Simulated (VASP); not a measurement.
# GaNi (Pm-3m) in VASP: further runs

Runs on GaNi. Level: LDA. Tasks: vibrations by perturbation theory.

All numbers are computed with VASP 6.6.1; they aren't measurements. Logs are shortened: lines on timing, memory, paths and dates and some standing lists are left out, and cuts for length are marked.

## 1. The cell of the first run

The structure is cubic, space group Pm-3m (No. 221). The conventional cell has a = 2.819 Å, b = 2.819 Å, c = 2.819 Å, α = 90.00°, β = 90.00°, γ = 90.00°. Within 3.2 Å of Ga (site symmetry m-3m) lie 8 Ni at 2.44 Å and 6 Ga at 2.82 Å. Ni (site symmetry m-3m) has 8 Ga at 2.44 Å and 6 Ni at 2.82 Å within 3.2 Å.

## 2. Vibrations by perturbation theory, LDA

The input, INCAR:

```
  ALGO = Fast
  EDIFF = 1E-8
  ENCUT = 520
  IBRION = 8
  ISIF = 2
  ISMEAR = -1
  LASPH = True
  LCHARG = True
  LREAL = False
  LWAVE = False
  NELM = 80
  NSW = 1
  PREC = Accurate
  SIGMA = 0.15
```

The input, KPOINTS:

```
k-points
0
Gamma
  14 14 14
```

The input, POSCAR:

```
GaNi
1.0
    2.8190750106      0.0000000000      0.0000000000
    0.0000000000      2.8190750106      0.0000000000
    0.0000000000      0.0000000000      2.8190750106
Ga Ni
1 1
Direct
    0.0000000000      0.0000000000      0.0000000000
    0.5000000000      0.5000000000      0.5000000000
```

Potentials or basis: VASP PAW LDA potentials, release 64 (Ga_d, Ni).

On the command line:

```sh
$ cat potpaw_LDA.64/Ga_d/POTCAR potpaw_LDA.64/Ni/POTCAR > POTCAR
$ mpirun -np 1 vasp_std > vasp.out
```

OUTCAR:

```text
EDIFF = 1E-8
   ENCUT = 520
   IBRION = 8
   ISIF = 2
   ISMEAR = -1
   LASPH = True
   LREAL = False
   NELM = 80
   NSW = 1
   PREC = Accurate

 ion  position               nearest neighbor table
   1  0.000  0.000  0.000-   2 2.44   2 2.44   2 2.44   2 2.44   2 2.44   2 2.44   2 2.44   2 2.44

   2  0.500  0.500  0.500-   1 2.44   1 2.44   1 2.44   1 2.44   1 2.44   1 2.44   1 2.44   1 2.44

  LATTYP: Found a simple cubic cell.
 ALAT       =     2.8190750106

  Lattice vectors:

 A1 = (   2.8190750106,   0.0000000000,   0.0000000000)
 A2 = (   0.0000000000,   2.8190750106,   0.0000000000)
 A3 = (   0.0000000000,   0.0000000000,   2.8190750106)

Analysis of symmetry for initial positions (statically):
=====================================================================
 Subroutine PRICEL returns:
 Original cell was already a primitive cell.

 Routine SETGRP: Setting up the symmetry group for a
 simple cubic supercell.

 Subroutine GETGRP returns: Found 48 space group operations
 (whereof 48 operations were pure point group operations)
 out of a pool of 48 trial point group operations.

The static configuration has the point symmetry O_h .

Analysis of symmetry for dynamics (positions and initial velocities):
=====================================================================
 Subroutine PRICEL returns:
 Original cell was already a primitive cell.

 Routine SETGRP: Setting up the symmetry group for a
 simple cubic supercell.

 Subroutine GETGRP returns: Found 48 space group operations
 (whereof 48 operations were pure point group operations)
 out of a pool of 48 trial point group operations.

The dynamic configuration has the point symmetry O_h .

 Subroutine INISYM returns: Found 48 space group operations
 (whereof 48 operations are pure point group operations),
 and found     1 'primitive' translations

----------------------------------------------------------------------------------------

                                     Primitive cell

  volume of cell :      22.4037

  direct lattice vectors                    reciprocal lattice vectors
     2.819075011  0.000000000  0.000000000     0.354726283  0.000000000  0.000000000
     0.000000000  2.819075011  0.000000000     0.000000000  0.354726283  0.000000000
     0.000000000  0.000000000  2.819075011     0.000000000  0.000000000  0.354726283

  length of vectors
     2.819075011  2.819075011  2.819075011     0.354726283  0.354726283  0.354726283

  position of ions in fractional coordinates (direct lattice)
     0.000000000  0.000000000  0.000000000
     0.500000000  0.500000000  0.500000000

  ion indices of the primitive-cell ions
   primitive index   ion index
                 1           1
                 2           2

----------------------------------------------------------------------------------------

 KPOINTS: k-points

Automatic generation of k-mesh.
 Grid dimensions read from file:
 generate k-points for:   14   14   14

 Generating k-lattice:

  Cartesian coordinates                     Fractional coordinates (reciprocal lattice)
     0.025337592  0.000000000  0.000000000     0.071428571  0.000000000  0.000000000
     0.000000000  0.025337592  0.000000000     0.000000000  0.071428571  0.000000000
     0.000000000  0.000000000  0.025337592     0.000000000  0.000000000  0.071428571

  Length of vectors
     0.025337592  0.025337592  0.025337592

  Shift w.r.t. Gamma in fractional coordinates (k-lattice)
     0.000000000  0.000000000  0.000000000

[... 79 lines left out ...]
   LEPSILON=     F    determine dielectric tensor
   LRPA    =     F    only Hartree local field effects (RPA)
 non-spin polarized calculation
 RMM-DIIS sequential band-by-band and
  energy-cutoff  :      520.00
  volume of cell :       22.40
 maximum number of plane-waves:       624
 NGX is ok and might be reduce to    24
   NGX = 11   NGY = 11   NGZ = 11

--------------------------------------- Ionic step        1  -------------------------------------------

 number of electron      22.9999982 magnetization

 Free energy of the ion-electron system (eV)
  ---------------------------------------------------
  ext. energy  EPLUGINS =         0.00000000
  ---------------------------------------------------
  free energy    TOTEN  =       -11.08520072 eV

  energy without entropy =      -11.02491477  energy(sigma->0) =      -11.05505775

 E-fermi :  10.2411     XC(G=0): -13.8595

 val. band max:       10.2317926866   @ k =   0.4286   0.3571   0.2143
 cond. band min:      10.2529510254   @ k =   0.2857   0.0000   0.0000
 fundamental gap:      0.0211583388
 Fermi energy:        10.2410909429

 k-point     1 :       0.0000    0.0000    0.0000
  band No.  band energies     occupation
      1      -5.3144      2.00000
      2      -5.3144      2.00000
      3      -4.9091      2.00000
      4      -4.9091      2.00000
      5      -4.9091      2.00000
      6      -2.6184      2.00000
      7       6.9830      2.00000
      8       6.9830      2.00000
      9       8.6247      1.99996
     10       8.6247      1.99996
     11       8.6247      1.99996
     12      15.3203      0.00000
     13      15.3203      0.00000
     14      15.3203      0.00000
[... 401 lines left out ...]
      2      -5.1085      2.00000
      3      -5.0078      2.00000
      4      -4.9844      2.00000
      5      -4.9459      2.00000
      6       0.6936      2.00000
      7       5.4722      2.00000
      8       7.1596      2.00000
      9       7.6616      2.00000
     10       7.9753      2.00000
     11       8.4272      1.99999
     12       9.9661      1.72436
     13      14.1153      0.00000
     14      19.5650      0.00000
     15      19.7458      0.00000

 [... further k-points ...]
[... 5 lines left out ...]
  --------------------------------------------------------------------------------------
  -------------------------------------------------------------------------------------
  Total        0.7859081      0.7859081      0.7859081     -0.0000000      0.0000000     -0.0000000
  in kB       56.2033798     56.2033798     56.2033798     -0.0000000      0.0000000     -0.0000000
  external PRESSURE =      56.2033798 kB  Pullay stress =       0.0000000 kB

 VOLUME and BASIS-vectors are now :
 -----------------------------------------------------------------------------
  energy-cutoff  :      520.00
  volume of cell :       22.40
      direct lattice vectors                 reciprocal lattice vectors
     2.819075011  0.000000000  0.000000000     0.354726283  0.000000000  0.000000000
     0.000000000  2.819075011  0.000000000     0.000000000  0.354726283  0.000000000
     0.000000000  0.000000000  2.819075011     0.000000000  0.000000000  0.354726283

 POSITION                                       TOTAL-FORCE (eV/Angst)
 -----------------------------------------------------------------------------------
      0.00000      0.00000      0.00000         0.000000      0.000000      0.000000
      1.40954      1.40954      1.40954         0.000000      0.000000      0.000000
 -----------------------------------------------------------------------------------
    total drift:                                0.000000      0.000000     -0.000000

  FREE ENERGIE OF THE ION-ELECTRON SYSTEM (eV)
  ---------------------------------------------------
  free  energy   TOTEN  =       -11.0852007245 eV

  energy  without entropy=      -11.0249147710  energy(sigma->0) =      -11.05505775

[... ionic steps 2 to 3 ...]

--------------------------------------- Ionic step        4  -------------------------------------------

------------------------ aborting loop because EDIFF is reached ----------------------------------------

[... ionic steps 5 to 6 ...]

--------------------------------------- Ionic step        7  -------------------------------------------

 Free energy of the ion-electron system (eV)
  ---------------------------------------------------
  ---------------------------------------------------
  free energy    TOTEN  =        -0.18702430 eV

  energy without entropy =       -0.18702427

------------------------ aborting loop because EDIFF is reached ----------------------------------------

 INTERNAL STRAIN TENSOR  FOR ION    2  DIRECTION 1   (eV/Angst):
 -----------------------------------------------------------------------------
     0.01998  0.00000  0.00000
    -0.00000  0.00953  0.00000
    -0.00000  0.00000  0.00953

 INTERNAL STRAIN TENSOR FOR ION    2 for displacements in x,y,z  (eV/Angst):
          X           Y           Z          XY          YZ          ZX
  --------------------------------------------------------------------------------
  x     0.00000     0.00000     0.00000     0.00000     0.00000     0.00000
  y     0.00000     0.00000     0.00000     0.00000     0.00000     0.00000
  z     0.00000     0.00000     0.00000     0.00000     0.00000     0.00000

 SECOND DERIVATIVES (NOT SYMMETRIZED)
 ------------------------------------
               1X          1Y          1Z          2X          2Y          2Z
  1X    -6.413020    0.000000    0.000000    6.413020   -0.000000    0.000000
  1Y     0.000000   -6.413020   -0.000000    0.000000    6.413020    0.000000
  1Z    -0.000000    0.000000   -6.413020    0.000000    0.000000    6.413020
  2X     6.409315   -0.000000   -0.000000   -6.409315    0.000000    0.000000
  2Y    -0.000000    6.409315   -0.000000    0.000000   -6.409315    0.000000
  2Z    -0.000000   -0.000000    6.409315    0.000000    0.000000   -6.409315

 Eigenvectors and eigenvalues of the dynamical matrix
 ----------------------------------------------------

   1 f  =    7.012104 THz    44.058346 2PiTHz  233.898598 cm-1    28.999717 meV
             X         Y         Z           dx          dy          dz
      0.000000  0.000000  0.000000    -0.000000    0.676154    0.000000
      1.409538  1.409538  1.409538    -0.000000   -0.736760    0.000000
[... 21 lines left out ...]
   6 f/i=    0.001009 THz     0.006342 2PiTHz    0.033668 cm-1     0.004174 meV
             X         Y         Z           dx          dy          dz
      0.000000  0.000000  0.000000     0.736760    0.000000   -0.000000
      1.409538  1.409538  1.409538     0.676154   -0.000000    0.000000

--------------------------------------------------------------------------------------------------------

 ELASTIC MODULI CONTR FROM IONIC RELAXATION (kBar)
 Direction    XX          YY          ZZ          XY          YZ          ZX
 --------------------------------------------------------------------------------
 XX           0.0000      0.0000      0.0000      0.0000      0.0000      0.0000
 YY           0.0000      0.0000      0.0000      0.0000      0.0000      0.0000
 ZZ           0.0000      0.0000      0.0000      0.0000      0.0000      0.0000
 XY           0.0000      0.0000      0.0000      0.0000      0.0000      0.0000
 YZ           0.0000      0.0000      0.0000      0.0000      0.0000      0.0000
 ZX           0.0000      0.0000      0.0000      0.0000      0.0000      0.0000
 --------------------------------------------------------------------------------
```

It took 1.7 min on 1 thread of Intel Xeon 6975P-C (Granite Rapids), shared host; peak memory 0.36 GiB.

Results:

| Item | Value |
| --- | --- |
| Highest phonon frequency at Γ, LO-TO splitting left out | 234 cm⁻¹ |

Phonon frequencies in cm⁻¹ (negative: imaginary):
```
              q point        frequencies
(0.000, 0.000, 0.000)  0 0 0 234 234 234
```

Caveat: the cell wasn't relaxed at this level first, which shifts response properties. Spin polarisation is off, so any magnetic state and its effect on volume and gap are missing.

(Part 1 of 2 ends here.)
